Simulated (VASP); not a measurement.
# Cs (Fm-3m) in VASP: single point with LDA

Aim: the single point of Cs with LDA.

All numbers are computed with VASP 6.6.1; they aren't measurements. Logs are shortened: lines on timing, memory, paths and dates and some standing lists are left out, and cuts for length are marked.

## 1. The cell of the first run

It takes space group Fm-3m (No. 225, cubic). Conventional cell: a = 7.274 Å, b = 7.274 Å, c = 7.274 Å, α = 90.00°, β = 90.00°, γ = 90.00°.

## 2. Single point, LDA

INCAR

```
SYSTEM = Cs
PREC     = Accurate       ! precision mode
ENCUT    = 520            ! plane-wave cutoff, eV
EDIFF    = 1E-7           ! SCF threshold, eV
ISMEAR   = -1             ! smearing method
SIGMA    = 0.13605693000000002 ! smearing width, eV
LREAL    = .False.        ! projectors in reciprocal space
LASPH    = .True.         ! aspherical terms in the spheres
NELM     = 80             ! most SCF steps
ALGO     = Normal         ! electronic algorithm
ISIF     = 2              ! what is computed and relaxed
LWAVE    = .False.        ! write WAVECAR
LCHARG   = .False.        ! write CHGCAR
GGA      = CA             ! functional
NBANDS   = 10             ! bands
```

KPOINTS

```
regular mesh
0
Gamma
  8 8 8
  0 0 0
```

POSCAR

```
Cs
1.0
    0.0000000000      3.6369018238      3.6369018238
    3.6369018238      0.0000000000      3.6369018238
    3.6369018238      3.6369018238      0.0000000000
Cs
1
Direct
    0.0000000000      0.0000000000      0.0000000000
```

Potentials or basis: VASP PAW LDA potentials, release 64 (Cs_sv).

On the command line:

```bash
$ cat potpaw_LDA.64/Cs_sv/POTCAR > POTCAR
$ mpirun -np 1 vasp_std > vasp.out
```

OUTCAR:

```text
SYSTEM = Cs
   PREC = Accurate
   ENCUT = 520
   EDIFF = 1E-7
   ISMEAR = -1
   LREAL = .False.
   LASPH = .True.
   NELM = 80
   ISIF = 2
   GGA = CA

 ion  position               nearest neighbor table
   1  0.000  0.000  0.000-

  LATTYP: Found a face centered cubic cell.
 ALAT       =     7.2738036476

  Lattice vectors:

 A1 = (   0.0000000000,   3.6369018238,   3.6369018238)
 A2 = (   3.6369018238,   0.0000000000,   3.6369018238)
 A3 = (   3.6369018238,   3.6369018238,   0.0000000000)

Analysis of symmetry for initial positions (statically):
=====================================================================
 Subroutine PRICEL returns:
 Original cell was already a primitive cell.

 Routine SETGRP: Setting up the symmetry group for a
 face centered cubic supercell.

 Subroutine GETGRP returns: Found 48 space group operations
 (whereof 48 operations were pure point group operations)
 out of a pool of 48 trial point group operations.

The static configuration has the point symmetry O_h .

Analysis of symmetry for dynamics (positions and initial velocities):
=====================================================================
 Subroutine PRICEL returns:
 Original cell was already a primitive cell.

 Routine SETGRP: Setting up the symmetry group for a
 face centered cubic supercell.

 Subroutine GETGRP returns: Found 48 space group operations
 (whereof 48 operations were pure point group operations)
 out of a pool of 48 trial point group operations.

The dynamic configuration has the point symmetry O_h .

 Subroutine INISYM returns: Found 48 space group operations
 (whereof 48 operations are pure point group operations),
 and found     1 'primitive' translations

----------------------------------------------------------------------------------------

                                     Primitive cell

  volume of cell :      96.2110

  direct lattice vectors                    reciprocal lattice vectors
     0.000000000  3.636901824  3.636901824    -0.137479653  0.137479653  0.137479653
     3.636901824  0.000000000  3.636901824     0.137479653 -0.137479653  0.137479653
     3.636901824  3.636901824  0.000000000     0.137479653  0.137479653 -0.137479653

  length of vectors
     5.143355884  5.143355884  5.143355884     0.238121744  0.238121744  0.238121744
[... 80 lines left out ...]
   LREAL  =      F    real-space projection
   EDIFFG = 0.1E-05   stopping-criterion for IOM
   NSW    =      0    number of steps for IOM
   IBRION =     -1    ionic relax: 0-MD 1-quasi-New 2-CG
   NFREE  =      0    steps in history (QN), initial steepest desc. (CG)
   ISIF   =      2    stress and relaxation
   ISYM   =      2    0-nonsym 1-usesym 2-fastsym
   POTIM  = 0.5000    time-step for ionic-motion
   TEBEG  =    0.0;   TEEND  =   0.0 temperature during run
   PSTRESS=    0.0 pullay stress
   NELECT =       9.0000    total number of electrons
   NUPDOWN=      -1.0000    fix difference up-down
   EMIN   =  10.00;   EMAX   =-10.00  energy-range for DOS
   EFERMI =   0.00;   METHOD = LEGACY
   ISMEAR =    -1;   SIGMA  =   0.14  broadening in eV -4-tet -1-fermi 0-gaus
   EFERMI_NEDOS =   21; number of points for ismear=-14 and -15
   IALGO  =     38    algorithm
   IMIX   =      4    mixing-type and parameters
     AMIX     =   0.40;   BMIX     =  1.00
     AMIX_MAG =   1.60;   BMIX_MAG =  1.00
  volume/ion in A,a.u.               =      96.21       649.26
  Fermi-wavevector in a.u.,A,eV,Ry     =   0.743157  1.404364  7.514264  0.552283
  Thomas-Fermi vector in A             =   1.838206
   LORBIT       =      0    0 simple, 1 ext, 2 COOP (PROOUT), +10 PAW based schemes
   GGA     = CA    functional components
   LHFCALC =     F    Hartree Fock is set to
   AEXX    =    0.0000 exact exchange contribution
   IVDW    =     0    specifies the selected vdW correction
   LEPSILON=     F    determine dielectric tensor
   LRPA    =     F    only Hartree local field effects (RPA)
 non-spin polarized calculation
  energy-cutoff  :      520.00
  volume of cell :       96.21
 maximum number of plane-waves:      2637
 NGX is ok and might be reduce to    40
   NGX = 19   NGY = 19   NGZ = 19

 number of electron       9.0000000 magnetization

 Free energy of the ion-electron system (eV)
  ---------------------------------------------------
  ext. energy  EPLUGINS =         0.00000000
  ---------------------------------------------------
  free energy    TOTEN  =        -1.03052817 eV

  energy without entropy =       -0.95424547  energy(sigma->0) =       -0.99238682

 E-fermi :   0.7478     XC(G=0):  -6.0197

 val. band max:        0.7193577548   @ k =   0.5000   0.2500   0.1250
 cond. band min:       0.7721918483   @ k =   0.5000   0.1250   0.0000
 fundamental gap:      0.0528340935
 Fermi energy:         0.7478048259

 k-point     1 :       0.0000    0.0000    0.0000
  band No.  band energies     occupation
      1     -22.9570      2.00000
      2      -9.6551      2.00000
      3      -9.6551      2.00000
      4      -9.6551      2.00000
      5      -1.1026      2.00000
      6       3.2525      0.00000
      7       3.2525      0.00000
      8       3.2525      0.00000
      9       4.5209      0.00000
     10       4.5209      0.00000
[... 287 lines left out ...]
 k-point    24 :      -0.3750    0.2500    0.1250
  band No.  band energies     occupation
      1     -22.9401      2.00000
      2      -9.8740      2.00000
      3      -9.7556      2.00000
      4      -9.7099      2.00000
      5       1.1748      0.08308
      6       1.6362      0.00292
      7       2.4693      0.00001
      8       3.4735      0.00000
      9       4.7889      0.00000
     10       5.5749      0.00000

 [... further k-points ...]

------------------------ aborting loop because EDIFF is reached ----------------------------------------

  FORCE on cell =-STRESS in cart. coord.  units (eV):
  Direction    XX          YY          ZZ          XY          YZ          ZX
  --------------------------------------------------------------------------------------
  -------------------------------------------------------------------------------------
  Total       -0.0071838     -0.0071838     -0.0071838     -0.0000000      0.0000000      0.0000000
  in kB       -0.1196304     -0.1196304     -0.1196304     -0.0000000      0.0000000      0.0000000
  external PRESSURE =      -0.1196304 kB  Pullay stress =       0.0000000 kB

 VOLUME and BASIS-vectors are now :
 -----------------------------------------------------------------------------
  energy-cutoff  :      520.00
  volume of cell :       96.21
      direct lattice vectors                 reciprocal lattice vectors
     0.000000000  3.636901824  3.636901824    -0.137479653  0.137479653  0.137479653
     3.636901824  0.000000000  3.636901824     0.137479653 -0.137479653  0.137479653
     3.636901824  3.636901824  0.000000000     0.137479653  0.137479653 -0.137479653

 POSITION                                       TOTAL-FORCE (eV/Angst)
 -----------------------------------------------------------------------------------
      0.00000      0.00000      0.00000         0.000000      0.000000     -0.000000
 -----------------------------------------------------------------------------------
    total drift:                               -0.000000     -0.000000     -0.000000

  FREE ENERGIE OF THE ION-ELECTRON SYSTEM (eV)
  ---------------------------------------------------
  free  energy   TOTEN  =        -1.0305281683 eV

  energy  without entropy=       -0.9542454677  energy(sigma->0) =       -0.99238682
```

Wall time 12 s (1 thread of AMD EPYC 9R45 (Zen 5), shared host); peak memory 0.16 GiB.

What came out:

```
Free energy : -1.0305 eV
Pressure    : 0.0 GPa
```

Caveat: spin-orbit coupling is left out, which moves the levels of the heavy elements.
